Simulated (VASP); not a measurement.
# GaS2 (P4/mmm) in VASP: notebook

Runs on GaS2. Level: PBE. Tasks: single point, relaxation of cell and atoms.

Everything below comes from runs of VASP 6.6.1. Logs are shortened: lines on timing, memory, paths and dates and some standing lists are left out, and cuts for length are marked.

### Step 1. The cell of the first run

Symmetry: P4/mmm, No. 123, tetragonal system. Conventional cell: a = 3.103 Å, b = 3.103 Å, c = 6.403 Å, α = 90.00°, β = 90.00°, γ = 90.00°. Ga (site symmetry 4/mmm) has 8 S at 2.90 Å and 4 Ga at 3.10 Å within 3.8 Å. S (site symmetry 4mm) has 5 S at 2.63 to 3.10 Å and 4 Ga at 2.90 Å within 3.5 Å.

The cell was built from a structure type or drawn by symmetry, and may not be a known phase.

### Step 2. Single point, PBE

INCAR

```
PREC     = Accurate       # precision mode
ENCUT    = 520            # plane-wave cutoff, eV
EDIFF    = 1E-6           # SCF threshold, eV
ISMEAR   = 0              # smearing method
SIGMA    = 0.1            # smearing width, eV
LREAL    = False          # projectors in reciprocal space
LASPH    = True           # aspherical terms in the spheres
NELM     = 80             # most SCF steps
ALGO     = Normal         # electronic algorithm
ISIF     = 2              # what is computed and relaxed
LWAVE    = False          # write WAVECAR
LCHARG   = False          # write CHGCAR
GGA      = PE             # functional
NBANDS   = 20             # bands
```

KPOINTS

```
Automatic mesh
0
Gamma
  6 6 4
```

POSCAR

```
GaS2
1.0
    3.1033069200      0.0000000000      0.0000000000
    0.0000000000      3.1033069200      0.0000000000
    0.0000000000      0.0000000000      6.4029011700
Ga S
1 2
Direct
    0.0000000000      0.0000000000      0.0000000000
    0.5000000000      0.5000000000      0.2949999900
    0.5000000000      0.5000000000      0.7050000100
```

Potentials or basis: VASP PAW PBE potentials, release 64 (Ga_d, S).

On the command line:

```bash
cat potpaw_PBE.64/Ga_d/POTCAR potpaw_PBE.64/S/POTCAR > POTCAR
mpirun -np 1 vasp_std > vasp.out
```

OUTCAR:

```text
PREC = Accurate
   ENCUT = 520
   EDIFF = 1E-6
   ISMEAR = 0
   LREAL = False
   LASPH = True
   NELM = 80
   ISIF = 2
   GGA = PE

 ion  position               nearest neighbor table
   1  0.000  0.000  0.000-
   2  0.500  0.500  0.295-   3 2.63
   3  0.500  0.500  0.705-   2 2.63

  LATTYP: Found a simple tetragonal cell.
 ALAT       =     3.1033069200
 C/A-ratio  =     2.0632510206

  Lattice vectors:

 A1 = (   3.1033069200,   0.0000000000,   0.0000000000)
 A2 = (   0.0000000000,   3.1033069200,   0.0000000000)
 A3 = (   0.0000000000,   0.0000000000,   6.4029011700)

Analysis of symmetry for initial positions (statically):
=====================================================================
 Subroutine PRICEL returns:
 Original cell was already a primitive cell.

 Routine SETGRP: Setting up the symmetry group for a
 simple tetragonal supercell.

 Subroutine GETGRP returns: Found 16 space group operations
 (whereof 16 operations were pure point group operations)
 out of a pool of 16 trial point group operations.

The static configuration has the point symmetry D_4h.

Analysis of symmetry for dynamics (positions and initial velocities):
=====================================================================
 Subroutine PRICEL returns:
 Original cell was already a primitive cell.

 Routine SETGRP: Setting up the symmetry group for a
 simple tetragonal supercell.

 Subroutine GETGRP returns: Found 16 space group operations
 (whereof 16 operations were pure point group operations)
 out of a pool of 16 trial point group operations.

The dynamic configuration has the point symmetry D_4h.

 Subroutine INISYM returns: Found 16 space group operations
 (whereof 16 operations are pure point group operations),
 and found     1 'primitive' translations

----------------------------------------------------------------------------------------

                                     Primitive cell

  volume of cell :      61.6632

  direct lattice vectors                    reciprocal lattice vectors
     3.103306920  0.000000000  0.000000000     0.322236899  0.000000000  0.000000000
     0.000000000  3.103306920  0.000000000     0.000000000  0.322236899  0.000000000
     0.000000000  0.000000000  6.402901170     0.000000000  0.000000000  0.156179203

  length of vectors
     3.103306920  3.103306920  6.402901170     0.322236899  0.322236899  0.156179203

  position of ions in fractional coordinates (direct lattice)
[... 74 lines left out ...]
   ICHARG =      2    charge: 1-file 2-atom 10-const
   ISPIN  =      1    spin polarized calculation?
   LNONCOLLINEAR =      F non collinear calculations
   LSORBIT =      F    spin-orbit coupling
   LASPH  =      T    aspherical Exc in radial PAW
   ENCUT  =  520.0 eV  38.22 Ry    6.18 a.u.   5.77  5.77 11.91*2*pi/ulx,y,z
   NELM   =     80;   NELMIN=  2; NELMDL= -5     # of ELM steps
   EDIFF  = 0.1E-05   stopping-criterion for ELM
   LREAL  =      F    real-space projection
   EDIFFG = 0.1E-04   stopping-criterion for IOM
   NSW    =      0    number of steps for IOM
   IBRION =     -1    ionic relax: 0-MD 1-quasi-New 2-CG
   NFREE  =      0    steps in history (QN), initial steepest desc. (CG)
   ISIF   =      2    stress and relaxation
   ISYM   =      2    0-nonsym 1-usesym 2-fastsym
   POTIM  = 0.5000    time-step for ionic-motion
   TEBEG  =    0.0;   TEEND  =   0.0 temperature during run
   PSTRESS=    0.0 pullay stress
   NELECT =      25.0000    total number of electrons
   NUPDOWN=      -1.0000    fix difference up-down
   EMIN   =  10.00;   EMAX   =-10.00  energy-range for DOS
   EFERMI =   0.00;   METHOD = LEGACY
   ISMEAR =     0;   SIGMA  =   0.10  broadening in eV -4-tet -1-fermi 0-gaus
   EFERMI_NEDOS =   21; number of points for ismear=-14 and -15
   IALGO  =     38    algorithm
   IMIX   =      4    mixing-type and parameters
     AMIX     =   0.40;   BMIX     =  1.00
     AMIX_MAG =   1.60;   BMIX_MAG =  1.00
  volume/ion in A,a.u.               =      20.55       138.71
  Fermi-wavevector in a.u.,A,eV,Ry     =   1.211656  2.289698 19.974860  1.468111
  Thomas-Fermi vector in A             =   2.347165
   LORBIT       =      0    0 simple, 1 ext, 2 COOP (PROOUT), +10 PAW based schemes
   GGA     = PE    functional components
   LHFCALC =     F    Hartree Fock is set to
   AEXX    =    0.0000 exact exchange contribution
   IVDW    =     0    specifies the selected vdW correction
   LEPSILON=     F    determine dielectric tensor
   LRPA    =     F    only Hartree local field effects (RPA)
 non-spin polarized calculation
 Gauss-broadening in eV      SIGMA  =   0.10
  energy-cutoff  :      520.00
  volume of cell :       61.66
 maximum number of plane-waves:      1692
 NGX is ok and might be reduce to    24
   NGX = 11   NGY = 11   NGZ = 23

 number of electron      25.0000001 magnetization

 Free energy of the ion-electron system (eV)
  ---------------------------------------------------
  ext. energy  EPLUGINS =         0.00000000
  ---------------------------------------------------
  free energy    TOTEN  =        -9.68223340 eV

  energy without entropy =       -9.67239666  energy(sigma->0) =       -9.67731503

 E-fermi :   4.1858     XC(G=0):  -9.9725

 val. band max:        4.1534667069   @ k =   0.5000   0.5000   0.5000
 cond. band min:       4.1863603398   @ k =   0.1667   0.0000   0.2500
 fundamental gap:      0.0328936329
 Fermi energy:         4.1857754451

 k-point     1 :       0.0000    0.0000    0.0000
  band No.  band energies     occupation
      1     -10.3707      2.00000
      2     -10.2768      2.00000
      3     -10.2000      2.00000
      4     -10.2000      2.00000
      5     -10.1824      2.00000
      6      -9.8774      2.00000
[... 541 lines left out ...]
     19      14.1666      0.00000
     20      14.5728      0.00000

 [... further k-points ...]
[... 5 lines left out ...]
  --------------------------------------------------------------------------------------
  -------------------------------------------------------------------------------------
  Total       -0.7396990     -0.7396990     -4.1493275      0.0000000      0.0000000      0.0000000
  in kB      -19.2193788    -19.2193788   -107.8107426      0.0000000      0.0000000      0.0000000
  external PRESSURE =     -48.7498334 kB  Pullay stress =       0.0000000 kB

 VOLUME and BASIS-vectors are now :
 -----------------------------------------------------------------------------
  energy-cutoff  :      520.00
  volume of cell :       61.66
      direct lattice vectors                 reciprocal lattice vectors
     3.103306920  0.000000000  0.000000000     0.322236899  0.000000000  0.000000000
     0.000000000  3.103306920  0.000000000     0.000000000  0.322236899  0.000000000
     0.000000000  0.000000000  6.402901170     0.000000000  0.000000000  0.156179203

 POSITION                                       TOTAL-FORCE (eV/Angst)
 -----------------------------------------------------------------------------------
      0.00000      0.00000      0.00000        -0.000000     -0.000000      0.000000
      1.55165      1.55165      1.88886        -0.000000      0.000000      0.074836
      1.55165      1.55165      4.51405         0.000000      0.000000     -0.074836
 -----------------------------------------------------------------------------------
    total drift:                                0.000000     -0.000000      0.000000

  FREE ENERGIE OF THE ION-ELECTRON SYSTEM (eV)
  ---------------------------------------------------
  free  energy   TOTEN  =        -9.6822334003 eV

  energy  without entropy=       -9.6723966596  energy(sigma->0) =       -9.67731503
```

OSZICAR:

```text
N       E                     dE             d eps       ncg     rms          rms(c)
DAV:   1     0.168641053505E+03    0.16864E+03   -0.11645E+04  1268   0.158E+03
DAV:   2     0.865494434999E+01   -0.15999E+03   -0.15362E+03  1300   0.383E+02
DAV:   3    -0.922271033752E+01   -0.17878E+02   -0.17532E+02  1476   0.972E+01
DAV:   4    -0.979205092452E+01   -0.56934E+00   -0.56472E+00  1432   0.175E+01
DAV:   5    -0.980771332733E+01   -0.15662E-01   -0.15653E-01  1524   0.283E+00    0.760E+00
DAV:   6    -0.969590295473E+01    0.11181E+00   -0.23883E-01  1680   0.782E+00    0.459E+00
DAV:   7    -0.968238220308E+01    0.13521E-01   -0.84877E-02  1492   0.163E+00    0.804E-01
DAV:   8    -0.968250353392E+01   -0.12133E-03   -0.12227E-02  1376   0.729E-01    0.187E-01
DAV:   9    -0.968218815157E+01    0.31538E-03   -0.11024E-03  1516   0.185E-01    0.123E-01
DAV:  10    -0.968221083698E+01   -0.22685E-04   -0.35459E-04  1380   0.940E-02    0.270E-02
DAV:  11    -0.968223114307E+01   -0.20306E-04   -0.25766E-05  1660   0.383E-02    0.118E-02
DAV:  12    -0.968223296590E+01   -0.18228E-05   -0.27868E-06  1372   0.149E-02    0.514E-03
DAV:  13    -0.968223340029E+01   -0.43440E-06   -0.51914E-07  1008   0.440E-03
   1 F= -.96822334E+01 E0= -.96773150E+01  d E =-.983674E-02
```

stdout:

```text
POSCAR found type information on POSCAR GaS
 POSCAR found :  2 types and       3 ions
 scaLAPACK will be used
 LDA part: xc-table for (Slater+PW92), standard interpolation
 POSCAR, INCAR and KPOINTS ok, starting setup
 FFT: planning ... GRIDC
 FFT: planning ... GRID_SOFT
 FFT: planning ... GRID
 WAVECAR not read
 entering main loop
```

It took 13 s on 1 thread of Intel Xeon 6975P-C (Granite Rapids), shared host; peak memory 0.18 GiB.

Results:

| Quantity | Value |
| --- | --- |
| Free energy | -9.6822 eV |
| Pressure | -4.9 GPa |
| Largest force | 0.075 eV/Å |
| Band gap on the k mesh | zero (an odd number of electrons rules out a gap without spin polarisation) |

Forces in eV/Å, atoms in the order of the input:
```
Ga   0.000  0.000  0.000
S    0.000  0.000  0.075
S    0.000  0.000 -0.075
```

Caveat: the cell stands under tension.

### Step 3. Single point, PBE

This run uses another cell than the first one, of 21.04 Å³/atom.

INCAR

```
SYSTEM = GaS2
ALGO = Normal ; EDIFF = 1E-7
ENCUT = 520 ; GGA = PE
ISIF = 2 ; ISMEAR = 0
LASPH = .TRUE. ; LCHARG = .FALSE.
LREAL = .FALSE. ; LWAVE = .FALSE.
NBANDS = 20 ; NELM = 60
PREC = Accurate ; SIGMA = 0.1
```

KPOINTS

```
k-points
0
G
  6 6 4
  0 0 0
```

POSCAR

```
GaS2
1.0
    3.5981998443      0.0000000000      0.0000000000
    0.0000000000      3.5981998443      0.0000000000
    0.0000000000      0.0000000000      4.8749984682
Ga S
1 2
Direct
    0.0000000000      0.0000000000      0.0000000000
    0.5000000000      0.5000000000      0.2917579582
    0.5000000000      0.5000000000      0.7082420418
```

Potentials or basis: VASP PAW PBE potentials, release 64 (Ga_d, S).

On the command line:

```bash
cat potpaw_PBE.64/Ga_d/POTCAR potpaw_PBE.64/S/POTCAR > POTCAR
mpirun -np 1 vasp_std > vasp.out
```

Run time: 16 s. Hardware: 1 thread of Intel Xeon 6975P-C (Granite Rapids), shared host; peak memory 0.18 GiB.

It converged, with:

| Property | Result |
| --- | --- |
| Free energy | -11.0695 eV |
| Pressure | -0.1 GPa |
| Largest force | 0.146 eV/Å |
| Band gap on the k mesh | zero (an odd number of electrons rules out a gap without spin polarisation) |

Forces on the atoms (eV/Å):
```
Ga   0.000  0.000  0.000
S    0.000  0.000  0.146
S    0.000  0.000 -0.146
```

Stress tensor (GPa, compression positive):
```
 0.20  0.00  0.00
 0.00  0.20  0.00
 0.00  0.00 -0.68
```

Levels at points of the mesh, in eV from the Fermi level:
```csv
k point,band 11,band 12,band 13,band 14,band 15,band 16
"(0.00, 0.00, 0.00)",-1.93,0.33,0.33,3.92,4.87,5.18
"(0.50, 0.00, 0.00)",-2.42,-1.08,0.57,3.03,4.53,5.97
"(0.50, 0.50, 0.00)",-3.70,-1.29,-1.29,2.21,2.21,3.11
"(0.00, 0.00, 0.50)",-2.55,-1.30,-1.30,1.33,2.16,6.19
"(0.50, 0.00, 0.50)",-2.28,-0.42,0.41,1.95,3.88,4.95
"(0.50, 0.50, 0.50)",-3.86,-3.44,-3.13,1.43,1.48,5.77
```

### Step 4. Relaxation of cell and atoms, PBE

INCAR

```
PREC = Accurate ; ENCUT = 600
EDIFF = 1E-6 ; ISMEAR = 0
SIGMA = 0.1 ; LREAL = F
LASPH = T ; NELM = 100
ALGO = Normal ; ISIF = 3
LWAVE = F ; LCHARG = F
GGA = PE ; IBRION = 2
NSW = 90 ; EDIFFG = -0.04
```

KPOINTS

```
regular mesh
0
Gamma
  6 6 4
```

POSCAR

```
GaS2
1.0
    3.1033069200      0.0000000000      0.0000000000
    0.0000000000      3.1033069200      0.0000000000
    0.0000000000      0.0000000000      6.4029011700
Ga S
1 2
Direct
    0.0000000000      0.0000000000      0.0000000000
    0.5000000000      0.5000000000      0.2949999900
    0.5000000000      0.5000000000      0.7050000100
```

Potentials or basis: VASP PAW PBE potentials, release 64 (Ga_d, S).

On the command line:

```bash
cat potpaw_PBE.64/Ga_d/POTCAR potpaw_PBE.64/S/POTCAR > POTCAR
mpirun -np 1 vasp_std > vasp.out
```

OUTCAR:

```text
PREC = Accurate
   ENCUT = 600
   EDIFF = 1E-6
   ISMEAR = 0
   LREAL = F
   LASPH = T
   NELM = 100
   ISIF = 3
   GGA = PE
   IBRION = 2
   NSW = 90
   EDIFFG = -0.04

 ion  position               nearest neighbor table
   1  0.000  0.000  0.000-
   2  0.500  0.500  0.295-   3 2.63
   3  0.500  0.500  0.705-   2 2.63

  LATTYP: Found a simple tetragonal cell.
 ALAT       =     3.1033069200
 C/A-ratio  =     2.0632510206

  Lattice vectors:

 A1 = (   3.1033069200,   0.0000000000,   0.0000000000)
 A2 = (   0.0000000000,   3.1033069200,   0.0000000000)
 A3 = (   0.0000000000,   0.0000000000,   6.4029011700)

Analysis of symmetry for initial positions (statically):
=====================================================================
 Subroutine PRICEL returns:
 Original cell was already a primitive cell.

 Routine SETGRP: Setting up the symmetry group for a
 simple tetragonal supercell.

 Subroutine GETGRP returns: Found 16 space group operations
 (whereof 16 operations were pure point group operations)
[... 159 lines left out ...]

 number of electron      25.0000000 magnetization

 Free energy of the ion-electron system (eV)
  ---------------------------------------------------
  ext. energy  EPLUGINS =         0.00000000
  ---------------------------------------------------
  free energy    TOTEN  =        -9.68240812 eV

  energy without entropy =       -9.67257095  energy(sigma->0) =       -9.67748953

------------------------ aborting loop because EDIFF is reached ----------------------------------------

  FORCE on cell =-STRESS in cart. coord.  units (eV):
  Direction    XX          YY          ZZ          XY          YZ          ZX
  --------------------------------------------------------------------------------------
  -------------------------------------------------------------------------------------
  Total       -0.7355825     -0.7355825     -4.1463517      0.0000000      0.0000000      0.0000000
  in kB      -19.1124222    -19.1124222   -107.7334238      0.0000000      0.0000000      0.0000000
  external PRESSURE =     -48.6527561 kB  Pullay stress =       0.0000000 kB
[... 1013 lines left out ...]
      5      -9.7529      2.00000
      6      -9.7294      2.00000
[... 8 lines left out ...]
     15       8.9897      0.00000
     16       9.3996      0.00000

 [... further k-points ...]

[... ionic steps 4 to 13 ...]

--------------------------------------- Ionic step       14  -------------------------------------------

 number of electron      24.9999995 magnetization

------------------------ aborting loop because EDIFF is reached ----------------------------------------
[... 69 lines left out ...]
--------------------------------------- Ionic step       16  -------------------------------------------

 number of electron      24.9999997 magnetization

 Free energy of the ion-electron system (eV)
  ---------------------------------------------------
  ext. energy  EPLUGINS =         0.00000000
  ---------------------------------------------------
  free energy    TOTEN  =       -11.06863083 eV

  energy without entropy =      -11.06048450  energy(sigma->0) =      -11.06455766

 E-fermi :   4.3997     XC(G=0):  -9.6745

 val. band max:        4.3791734175   @ k =   0.1667   0.1667   0.5000
 cond. band min:       4.4253770531   @ k =   0.5000   0.1667   0.0000
 fundamental gap:      0.0462036356
 Fermi energy:         4.3997150060
[... 486 lines left out ...]
  FREE ENERGIE OF THE ION-ELECTRON SYSTEM (eV)
  ---------------------------------------------------
  free  energy   TOTEN  =       -11.0686308278 eV

  energy  without entropy=      -11.0604844995  energy(sigma->0) =      -11.06455766

 reached required accuracy - stopping structural energy minimisation
```

OSZICAR:

```text
N       E                     dE             d eps       ncg     rms          rms(c)
DAV:   1     0.158581892887E+03    0.15858E+03   -0.13374E+04   968   0.214E+03
DAV:   2     0.452489218626E+01   -0.15406E+03   -0.15267E+03  1112   0.411E+02
DAV:   3    -0.947552801867E+01   -0.14000E+02   -0.13574E+02  1272   0.983E+01
DAV:   4    -0.980238542344E+01   -0.32686E+00   -0.32483E+00  1208   0.163E+01
[... 148 lines left out ...]
DAV:   2    -0.110701215222E+02    0.37813E-02   -0.13367E-02  1256   0.194E+00    0.235E-01
DAV:   3    -0.110687943728E+02    0.13271E-02   -0.17624E-03  1424   0.655E-01    0.850E-02
DAV:   4    -0.110686365483E+02    0.15782E-03   -0.25050E-04  1352   0.171E-01    0.385E-02
DAV:   5    -0.110686312136E+02    0.53347E-05   -0.41948E-05  1248   0.685E-02    0.472E-03
DAV:   6    -0.110686308278E+02    0.38576E-06   -0.49476E-06  1032   0.280E-02
  16 F= -.11068631E+02 E0= -.11064558E+02  d E =-.903314E-03
```

Wall time 3.2 min (1 thread of Intel Xeon 6975P-C (Granite Rapids), shared host); peak memory 0.23 GiB.

What came out:

```yaml
Free_energy: -11.0686 eV
Relaxed_volume: 21.11 Å³/atom
Relaxed_cell: a = 3.608 Å, b = 3.608 Å, c = 4.866 Å, α = 90.00°, β = 90.00°, γ = 90.00°
Space_group_after_relaxing_to_0.1_Å: P4/mmm (No. 123)
Energy_gained_by_relaxing: 462.1 meV/atom
Ionic_steps: 16
Pressure_after_relaxing: 0.1 GPa
Largest_force_after_relaxing: 0.029 eV/Å
Band_gap_on_the_k_mesh: zero (an odd number of electrons rules out a gap without spin polarisation)
```

Forces on the atoms (eV/Å):
```
Ga   0.000  0.000  0.000
S    0.000  0.000 -0.029
S    0.000  0.000  0.029
```

The path:
```csv
step,energy change (eV),largest force (eV/Å),pressure (GPa),volume (Å³)
1,0.0000,0.0751,-4.87,61.66
2,-0.2697,0.3099,-0.40,56.20
3,-0.3479,0.5465,3.92,53.16
4,-0.5670,0.8233,5.85,52.46
5,-0.5920,3.1851,19.84,49.74
6,-0.7486,0.2583,10.11,51.31
7,-0.9867,0.4944,8.11,53.88
8,-1.2642,2.3151,4.61,61.53
9,-1.3630,0.0322,-1.61,67.17
10,-1.3712,0.4123,-0.43,65.82
11,-1.3803,0.2571,-0.38,65.00
12,-1.3849,0.1099,-0.24,64.14
13,-1.3853,0.0586,-0.18,63.80
14,-1.3853,0.0529,-0.14,63.76
15,-1.3857,0.0478,-0.15,63.65
16,-1.3862,0.0290,0.12,63.34
```

Final structure:
```yaml
crystal:
  lattice:
    - [3.60781, 0.00000, 0.00000]
    - [0.00000, 3.60781, 0.00000]
    - [0.00000, 0.00000, 4.86586]
  atoms:
    - { symbol: Ga, position: [0.00000, 0.00000, 0.00000] }
    - { symbol: S, position: [0.50000, 0.50000, 0.29289] }
    - { symbol: S, position: [0.50000, 0.50000, 0.70711] }
```

Caveat: a cell axis changed by over 15 % at a fixed basis, so the end point is rough.

### Step 5. Overview

```tsv
task	cell	cutoff (eV)	gap on the mesh (eV)	pressure (GPa)	largest force (eV/Å)
single point	a = 3.103, b = 3.103, c = 6.403 Å, 3 atoms, atomic positions A	520	none	-4.9	0.07
single point	a = 3.598, b = 3.598, c = 4.875 Å, 3 atoms, atomic positions B	520	none	-0.1	0.15
relaxation of cell and atoms	relaxed from a = 3.103, b = 3.103, c = 6.403 Å, 3 atoms, atomic positions A	600	none	0.1	0.03
```

Alike in all rows: level PBE; potentials or basis VASP PAW PBE potentials, release 64 (Ga_d, S); no spin polarisation; k mesh 6 × 6 × 4; smearing gaussian 0.1 eV.

Caveats: the cell stands under tension (at least some runs); a cell axis changed by over 15 % at a fixed basis, so the end point is rough (at least some runs).

Total energies depend on the potentials used, so only differences within one code and one set of settings carry meaning.
